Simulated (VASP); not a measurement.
# Ge (Fm-3m) in VASP: a series of runs

Runs on Ge. Level: PBE. Tasks: single point.

Program: VASP 6.6.1. These are calculated values, not measurements. Logs are shortened: lines on timing, memory, paths and dates and some standing lists are left out, and cuts for length are marked.

## (1) The cell of the first run

The structure is cubic, space group Fm-3m (No. 225). Conventional cell: a = 4.197 Å, b = 4.197 Å, c = 4.197 Å, α = 90.00°, β = 90.00°, γ = 90.00°. Ge (site symmetry m-3m) has 12 Ge at 2.97 Å within 3.9 Å.

## (2) Single point, PBE

The input, INCAR:

```
PREC = Accurate
ENCUT = 500
EDIFF = 1E-6
ISMEAR = 0
SIGMA = 0.1
LREAL = False
LASPH = True
NELM = 120
ALGO = Normal
ISIF = 2
LWAVE = False
LCHARG = True
GGA = PE
LELF = True
LVHAR = True
NBANDS = 13
GGA_COMPAT = False
```

The input, KPOINTS:

```
Automatic mesh
0
Gamma
  8 8 8
```

The input, POSCAR:

```
Ge
1.0
    0.0000000000      2.0983605250      2.0983605250
    2.0983605250      0.0000000000      2.0983605250
    2.0983605250      2.0983605250      0.0000000000
Ge
1
Direct
    0.0000000000      0.0000000000      0.0000000000
```

Potentials or basis: VASP PAW PBE potentials, release 64 (Ge_d).

On the command line:

```console
cat potpaw_PBE.64/Ge_d/POTCAR > POTCAR
mpirun -np 1 vasp_std > vasp.out
```

OUTCAR:

```text
PREC = Accurate
   ENCUT = 500
   EDIFF = 1E-6
   ISMEAR = 0
   LREAL = False
   LASPH = True
   NELM = 120
   ISIF = 2
   GGA = PE

 ion  position               nearest neighbor table
   1  0.000  0.000  0.000-

  LATTYP: Found a face centered cubic cell.
 ALAT       =     4.1967210500

  Lattice vectors:

 A1 = (   0.0000000000,   2.0983605250,   2.0983605250)
 A2 = (   2.0983605250,   0.0000000000,   2.0983605250)
 A3 = (   2.0983605250,   2.0983605250,   0.0000000000)

Analysis of symmetry for initial positions (statically):
=====================================================================
 Subroutine PRICEL returns:
 Original cell was already a primitive cell.

 Routine SETGRP: Setting up the symmetry group for a
 face centered cubic supercell.

 Subroutine GETGRP returns: Found 48 space group operations
[... 9 lines left out ...]

 Routine SETGRP: Setting up the symmetry group for a
 face centered cubic supercell.

 Subroutine GETGRP returns: Found 48 space group operations
[... 11 lines left out ...]
                                     Primitive cell

  volume of cell :      18.4787

  direct lattice vectors                    reciprocal lattice vectors
     0.000000000  2.098360525  2.098360525    -0.238281265  0.238281265  0.238281265
     2.098360525  0.000000000  2.098360525     0.238281265 -0.238281265  0.238281265
     2.098360525  2.098360525  0.000000000     0.238281265  0.238281265 -0.238281265

  length of vectors
     2.967529913  2.967529913  2.967529913     0.412715257  0.412715257  0.412715257

  position of ions in fractional coordinates (direct lattice)
     0.000000000  0.000000000  0.000000000

  ion indices of the primitive-cell ions
   primitive index   ion index
                 1           1

----------------------------------------------------------------------------------------

 KPOINTS: Automatic mesh

Automatic generation of k-mesh.
 Grid dimensions read from file:
 generate k-points for:    8    8    8

 Generating k-lattice:

  Cartesian coordinates                     Fractional coordinates (reciprocal lattice)
    -0.029785158  0.029785158  0.029785158     0.125000000  0.000000000  0.000000000
     0.029785158 -0.029785158  0.029785158     0.000000000  0.125000000  0.000000000
     0.029785158  0.029785158 -0.029785158     0.000000000  0.000000000  0.125000000

  Length of vectors
     0.051589407  0.051589407  0.051589407

  Shift w.r.t. Gamma in fractional coordinates (k-lattice)
     0.000000000  0.000000000  0.000000000

 Subroutine IBZKPT returns following result:
 ===========================================

[... 55 lines left out ...]
   POTIM  = 0.5000    time-step for ionic-motion
   TEBEG  =    0.0;   TEEND  =   0.0 temperature during run
   PSTRESS=    0.0 pullay stress
   NELECT =      14.0000    total number of electrons
   NUPDOWN=      -1.0000    fix difference up-down
   EMIN   =  10.00;   EMAX   =-10.00  energy-range for DOS
   EFERMI =   0.00;   METHOD = LEGACY
   ISMEAR =     0;   SIGMA  =   0.10  broadening in eV -4-tet -1-fermi 0-gaus
   EFERMI_NEDOS =   21; number of points for ismear=-14 and -15
   IALGO  =     38    algorithm
   IMIX   =      4    mixing-type and parameters
     AMIX     =   0.40;   BMIX     =  1.00
     AMIX_MAG =   1.60;   BMIX_MAG =  1.00
  volume/ion in A,a.u.               =      18.48       124.70
  Fermi-wavevector in a.u.,A,eV,Ry     =   1.492430  2.820284 30.304914  2.227348
  Thomas-Fermi vector in A             =   2.604959
   LORBIT       =      0    0 simple, 1 ext, 2 COOP (PROOUT), +10 PAW based schemes
   GGA     = PE    functional components
   LHFCALC =     F    Hartree Fock is set to
   AEXX    =    0.0000 exact exchange contribution
   IVDW    =     0    specifies the selected vdW correction
   LEPSILON=     F    determine dielectric tensor
   LRPA    =     F    only Hartree local field effects (RPA)
 non-spin polarized calculation
 Gauss-broadening in eV      SIGMA  =   0.10
  energy-cutoff  :      500.00
  volume of cell :       18.48
 maximum number of plane-waves:       489
 NGX is ok and might be reduce to    24
   NGX = 11   NGY = 11   NGZ = 11

 number of electron      13.9999991 magnetization

 Free energy of the ion-electron system (eV)
  ---------------------------------------------------
  ext. energy  EPLUGINS =         0.00000000
  ---------------------------------------------------
  free energy    TOTEN  =        -4.18430098 eV

  energy without entropy =       -4.17859671  energy(sigma->0) =       -4.18144885

 E-fermi :   7.1231     XC(G=0): -11.4010

 val. band max:        7.1016133877   @ k =  -0.3750   0.2500   0.0000
 cond. band min:       7.4648468765   @ k =  -0.3750   0.5000   0.1250
 fundamental gap:      0.3632334888
 Fermi energy:         7.1231248077

 k-point     1 :       0.0000    0.0000    0.0000
  band No.  band energies     occupation
      1     -17.6998      2.00000
      2     -17.6998      2.00000
      3     -17.6998      2.00000
      4     -17.6469      2.00000
      5     -17.6469      2.00000
      6      -6.3237      2.00000
      7      16.2320      0.00000
      8      16.2320      0.00000
      9      16.2320      0.00000
     10      21.2439      0.00000
     11      21.2439      0.00000
     12      21.2439      0.00000
     13      22.2034      0.00000
[... 354 lines left out ...]
  band No.  band energies     occupation
      1     -17.7003      2.00000
      2     -17.6901      2.00000
      3     -17.6528      2.00000
      4     -17.6303      2.00000
      5     -17.5989      2.00000
      6       0.0700      2.00000
      7       2.4423      2.00000
      8       8.9504      0.00000
      9      10.7913      0.00000
     10      18.2724      0.00000
     11      20.5986      0.00000
     12      26.0913      0.00000
     13      27.0909      0.00000

 [... further k-points ...]

------------------------ aborting loop because EDIFF is reached ----------------------------------------

  FORCE on cell =-STRESS in cart. coord.  units (eV):
  Direction    XX          YY          ZZ          XY          YZ          ZX
  --------------------------------------------------------------------------------------
  -------------------------------------------------------------------------------------
  Total        0.4918545      0.4918545      0.4918545     -0.0000000      0.0000000      0.0000000
  in kB       42.6458607     42.6458607     42.6458607     -0.0000000      0.0000000      0.0000000
  external PRESSURE =      42.6458607 kB  Pullay stress =       0.0000000 kB

 VOLUME and BASIS-vectors are now :
 -----------------------------------------------------------------------------
  energy-cutoff  :      500.00
  volume of cell :       18.48
      direct lattice vectors                 reciprocal lattice vectors
     0.000000000  2.098360525  2.098360525    -0.238281265  0.238281265  0.238281265
     2.098360525  0.000000000  2.098360525     0.238281265 -0.238281265  0.238281265
     2.098360525  2.098360525  0.000000000     0.238281265  0.238281265 -0.238281265

 POSITION                                       TOTAL-FORCE (eV/Angst)
 -----------------------------------------------------------------------------------
      0.00000      0.00000      0.00000        -0.000000      0.000000      0.000000
 -----------------------------------------------------------------------------------
    total drift:                               -0.000000      0.000000      0.000000

  FREE ENERGIE OF THE ION-ELECTRON SYSTEM (eV)
  ---------------------------------------------------
  free  energy   TOTEN  =        -4.1843009827 eV

  energy  without entropy=       -4.1785967104  energy(sigma->0) =       -4.18144885
```

It took 11 s on 1 thread of Intel Xeon 8259CL, shared host; peak memory 0.13 GiB.

What came out:

```
Free energy            : -4.1843 eV
Pressure               : 4.3 GPa
Band gap on the k mesh : zero (band 7 reaches 16.23 eV, above the bottom of band 8 at 4.87 eV)
```

## (3) Single point, PBE

The input, INCAR:

```
PREC = Accurate
ENCUT = 500
EDIFF = 1E-6
ISMEAR = 0
SIGMA = 0.1
LREAL = F
LASPH = T
NELM = 120
ALGO = Normal
ISIF = 2
LWAVE = F
LCHARG = F
GGA = PE
NBANDS = 13
GGA_COMPAT = F
```

The input, KPOINTS:

```
Automatic mesh
0
Gamma
  10 10 10
```

POSCAR, as its differences from that of step 2:

```diff
@@ -8,2 +8,2 @@
 Direct
-    0.0000000000      0.0000000000      0.0000000000
+    0.2890000000      0.3370000000      0.6600000000
```

Potentials or basis: VASP PAW PBE potentials, release 64 (Ge_d).

On the command line:

```console
cat potpaw_PBE.64/Ge_d/POTCAR > POTCAR
mpirun -np 1 vasp_std > vasp.out
```

Wall time 11 s (1 thread of AMD EPYC 7R43 (Zen 3), shared host); peak memory 0.1 GiB.

The run converged. Its results:

| Property | Result |
| --- | --- |
| Free energy | -4.1710 eV |
| Pressure | 3.7 GPa |
| Band gap on the k mesh | zero (band 7 reaches 16.23 eV, above the bottom of band 8 at 4.69 eV) |

Levels at points of the mesh, in eV from the Fermi level:
```csv
k point,band 5,band 6,band 7,band 8,band 9,band 10
"(0.00, 0.00, 0.00)",-24.77,-13.44,9.11,9.11,9.11,14.13
"(0.50, 0.00, 0.00)",-24.72,-8.01,-5.75,6.98,6.98,12.33
"(0.50, 0.50, 0.00)",-24.71,-5.62,-4.46,2.61,2.61,6.43
```

## (4) Single point, PBE

The input, INCAR:

```
  ALGO = Normal
  EDIFF = 1E-6
  ENCUT = 500
  GGA = PE
  GGA_COMPAT = F
  ISIF = 2
  ISMEAR = -4
  LASPH = T
  LCHARG = F
  LREAL = F
  LWAVE = F
  NBANDS = 13
  NELM = 120
  PREC = Accurate
  SIGMA = 0.1
```

The input, KPOINTS:

```
k-points
0
Gamma
  10 10 10
```

POSCAR, as its differences from that of step 3:

```diff
@@ -8,2 +8,2 @@
 Direct
-    0.2890000000      0.3370000000      0.6600000000
+    0.0000000000      0.0000000000      0.0000000000
```

On the command line:

```console
cat potpaw_PBE.64/Ge_d/POTCAR > POTCAR
mpirun -np 1 vasp_std > vasp.out
```

It took 12 s on 1 thread of AMD EPYC 7R43 (Zen 3), shared host; peak memory 0.1 GiB.

The run converged. Its results:

| Property | Result |
| --- | --- |
| Free energy | -3.9941 eV |
| Pressure | 6.3 GPa |
| Band gap on the k mesh | zero (band 7 reaches 16.24 eV, above the bottom of band 8 at 4.70 eV) |

Levels at points of the mesh, in eV from the Fermi level:
```tsv
k point	band 5	band 6	band 7	band 8	band 9	band 10
(0.00, 0.00, 0.00)	-24.78	-13.47	9.08	9.08	9.08	14.09
(0.50, 0.00, 0.00)	-24.73	-8.05	-5.79	6.95	6.95	12.29
(0.50, 0.50, 0.00)	-24.71	-5.65	-4.50	2.57	2.57	6.39
```

## (5) Single point, PBE

The input, INCAR:

```
SYSTEM = Ge
  PREC = Accurate
  ENCUT = 500
  EDIFF = 1E-6
  ISMEAR = 0
  SIGMA = 0.1
  LREAL = .FALSE.
  LASPH = .TRUE.
  NELM = 120
  ALGO = Normal
  ISIF = 2
  LWAVE = .FALSE.
  LCHARG = .TRUE.
  GGA = PE
  LELF = .TRUE.
  LVHAR = .TRUE.
  NBANDS = 13
  GGA_COMPAT = .FALSE.
```

The input, KPOINTS:

```
regular mesh
0
G
  10 10 10
  0 0 0
```

POSCAR is that of step 4.

On the command line:

```console
cat potpaw_PBE.64/Ge_d/POTCAR > POTCAR
mpirun -np 1 vasp_std > vasp.out
```

Wall time 12 s (1 thread of AMD EPYC 7R43 (Zen 3), shared host); peak memory 0.1 GiB.

It converged, with:

| Property | Result |
| --- | --- |
| Free energy | -4.1710 eV |
| Pressure | 3.7 GPa |
| Band gap on the k mesh | zero (band 7 reaches 16.23 eV, above the bottom of band 8 at 4.69 eV) |

Levels at points of the mesh, in eV from the Fermi level:
| k point | band 5 | band 6 | band 7 | band 8 | band 9 | band 10 |
| --- | --- | --- | --- | --- | --- | --- |
| (0.00, 0.00, 0.00) | -24.77 | -13.44 | 9.11 | 9.11 | 9.11 | 14.13 |
| (0.50, 0.00, 0.00) | -24.72 | -8.01 | -5.75 | 6.98 | 6.98 | 12.33 |
| (0.50, 0.50, 0.00) | -24.71 | -5.62 | -4.46 | 2.61 | 2.61 | 6.43 |

## (6) Summary

| k mesh | smearing | gap on the mesh (eV) | pressure (GPa) |
| --- | --- | --- | --- |
| 8 × 8 × 8 | gaussian 0.1 eV | none | 4.3 |
| 10 × 10 × 10 | gaussian 0.1 eV | none | 3.7 |
| 10 × 10 × 10 | tetrahedron | none | 6.3 |

Alike in all rows: task single point; level PBE; potentials or basis VASP PAW PBE potentials, release 64 (Ge_d); no spin polarisation; cell as given; cutoff (eV) 500.

Every run on the cell as given and a fine mesh finds a metal.

Total energies depend on the potentials used, so only differences within one code and one set of settings carry meaning.
